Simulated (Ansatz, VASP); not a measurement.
This is a calculation of CdSe for Ansatz 0.2.0.

File input.yaml:

```yaml
crystal:
  lattice:
    - [0.0, 3.0702711986, 3.0702711986]
    - [3.0702711986, 0.0, 3.0702711986]
    - [3.0702711986, 3.0702711986, 0.0]
  atoms:
    - { symbol: Cd, position: [0.0, 0.0, 0.0] }
    - { symbol: Se, position: [0.25, 0.25, 0.25] }
hamiltonian:
  xc: lda
  pseudopotentials: { kind: paw }
kpoints:
  mp_grid: { grid: [8, 8, 8] }
scf:
  occupations: { method: fermi_dirac, width: 0.05 }
output:
  forces: true
  stress: true
relax:
  f_tol: 0.01
  max_steps: 40
  cell: { stress_tol: 0.05 }
```

Potentials or basis: Ansatz PAW.

Launch:

```console
$ ansatz run input.yaml --threads 2 --pin off --max-ram 5632MiB --backend cpu --events-out ev --progress --plain --runs-dir out
```

Q: Translate it to VASP 6.6.1. Potentials there: VASP PAW LDA potentials, release 64 (Cd, Se).

A: As run (the cutoff follows the program's own potentials):

INCAR

```
ALGO = Normal
EDIFF = 1E-6
EDIFFG = -0.01
ENCUT = 600
IBRION = 2
ISIF = 3
ISMEAR = -1
LASPH = T
LCHARG = F
LREAL = F
LWAVE = F
NELM = 60
NSW = 60
PREC = Accurate
SIGMA = 0.05
```

KPOINTS

```
k-points
0
Gamma
  8 8 8
```

The input POSCAR:

```
CdSe
1.0
    0.0000000000      3.0702711986      3.0702711986
    3.0702711986      0.0000000000      3.0702711986
    3.0702711986      3.0702711986      0.0000000000
Cd Se
1 1
Direct
    0.0000000000      0.0000000000      0.0000000000
    0.2500000000      0.2500000000      0.2500000000
```

Potentials or basis: VASP PAW LDA potentials, release 64 (Cd, Se).

Launch:

```bash
$ cat potpaw_LDA.64/Cd/POTCAR potpaw_LDA.64/Se/POTCAR > POTCAR
$ mpirun -np 1 vasp_std > vasp.out
```

Both were run:

|  | VASP | Ansatz | Ansatz less VASP |
| --- | --- | --- | --- |
| relaxed volume (Å³/atom) | 27.31 | 27.11 | -0.201 |
| relaxed cell length with the largest relative difference (Å) | 4.259 | 4.248 | -0.0105 |

LDA's correlation is that of Perdew and Zunger in VASP and of Perdew and Wang (1992) in Ansatz. VASP's potentials hold 18 valence electrons a cell and Ansatz's 36, so a difference there can come from the potentials and not from the codes.

Noted on Ansatz's run: the plane-wave basis is chosen anew once the cell has moved, so the energies of steps on either side of that aren't comparable.
